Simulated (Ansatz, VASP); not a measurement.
## B in VASP and in Ansatz

File INCAR:

```
  PREC = Accurate
  ENCUT = 520
  EDIFF = 1E-6
  ISMEAR = -1
  SIGMA = 0.05
  LREAL = F
  LASPH = T
  NELM = 100
  ALGO = Normal
  ISIF = 2
  LWAVE = F
  LCHARG = F
  GGA = PE
  NBANDS = 8
```

File KPOINTS:

```
regular mesh
0
Gamma
  22 22 22
```

Contents of POSCAR:

```
B
1.0
    1.7194989907      0.0000000000      0.0000000000
    0.0000000000      1.7194989907      0.0000000000
    0.0000000000      0.0000000000      1.7194989907
B
1
Direct
    0.0000000000      0.0000000000      0.0000000000
```

Input for Ansatz:

```yaml
crystal:
  lattice:
    - [1.7194989907, 0.0, 0.0]
    - [0.0, 1.7194989907, 0.0]
    - [0.0, 0.0, 1.7194989907]
  atoms:
    - { symbol: B, position: [0.0, 0.0, 0.0] }
kpoints:
  mp_grid: { grid: [22, 22, 22] }
scf:
  occupations: { method: fermi_dirac, width: 0.05 }
hamiltonian:
  xc: pbe
  pseudopotentials: { kind: all_electron, lapw: { basis_error: 0.001 } }
output:
  forces: true
  stress: true
  eigenvalues: true
  populations: true
```

Change from the starting cell: volume scaled by 0.76, LAPW.

Alike in both runs: task single point; functional PBE; k mesh 22 × 22 × 22; occupations fermi-dirac, width 0.05 eV; no spin polarisation.

```csv
,VASP,Ansatz
version,VASP 6.6.1,Ansatz 0.2.0
potentials or method,"VASP PAW PBE potentials, release 64 (B), cutoff 520 eV","all-electron LAPW, scalar-relativistic"
```

|  | VASP | Ansatz | Ansatz less VASP |
| --- | --- | --- | --- |
| pressure (GPa) | 105.4 | 105.1 | -0.25 |

Both programs put the cell under a high pressure, so it lies far from rest at this level. Ansatz ran all-electron here, and VASP with PAW potentials.

Noted on VASP's run: the cell as given lies far from equilibrium.
